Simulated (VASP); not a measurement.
Here is a VASP 6.6.1 calculation.

The input POSCAR:

```
Rh
1.0
    0.0000000000      1.9008071574      1.9008071574
    1.9008071574      0.0000000000      1.9008071574
    1.9008071574      1.9008071574      0.0000000000
Rh
1
Direct
    0.0000000000      0.0000000000      0.0000000000
```

The input INCAR.step1:

```
SYSTEM = Rh
ALGO     = Normal         ! electronic algorithm
EDIFF    = 1E-5           ! SCF threshold, eV
ENCUT    = 580            ! plane-wave cutoff, eV
GGA      = PE             ! functional
GGA_COMPAT= .FALSE.      
ISMEAR   = 0              ! smearing method
LASPH    = .TRUE.         ! aspherical terms in the spheres
LCHARG   = .FALSE.        ! write CHGCAR
LREAL    = .FALSE.        ! projectors in reciprocal space
LWAVE    = .TRUE.         ! write WAVECAR
NBANDS   = 14             ! bands
NELM     = 120            ! most SCF steps
PREC     = Accurate       ! precision mode
SIGMA    = 0.2            ! smearing width, eV
```

The input INCAR.step2:

```
SYSTEM = Rh
ALGO     = Normal         ! electronic algorithm
EDIFF    = 1E-6           ! SCF threshold, eV
ENCUT    = 580            ! plane-wave cutoff, eV
GGA_COMPAT= .FALSE.      
ISIF     = 2              ! what is computed and relaxed
ISMEAR   = 0              ! smearing method
ISTART   = 1            
LASPH    = .TRUE.         ! aspherical terms in the spheres
LCHARG   = .FALSE.        ! write CHGCAR
LMIXTAU  = .TRUE.       
LREAL    = .FALSE.        ! projectors in reciprocal space
LWAVE    = .FALSE.        ! write WAVECAR
METAGGA  = R2SCAN         ! meta-GGA
NBANDS   = 14             ! bands
NELM     = 120            ! most SCF steps
PREC     = Accurate       ! precision mode
SIGMA    = 0.2            ! smearing width, eV
```

The input KPOINTS:

```
k-points
0
G
  14 14 14
  0 0 0
```

Potentials or basis: VASP PAW PBE potentials, release 64 (Rh_sv_GW).

Command:

```console
$ cat potpaw_PBE.64/Rh_sv_GW/POTCAR > POTCAR
$ cp INCAR.step1 INCAR
$ mpirun -np 1 vasp_std > vasp.out
$ cp INCAR.step2 INCAR
$ mpirun -np 1 vasp_std > vasp.out
```

Question: Estimate the pressure.

Answer: -1.8 GPa.

Caveat: the PAW data sets were made with another functional, which shifts forces and pressure a little.
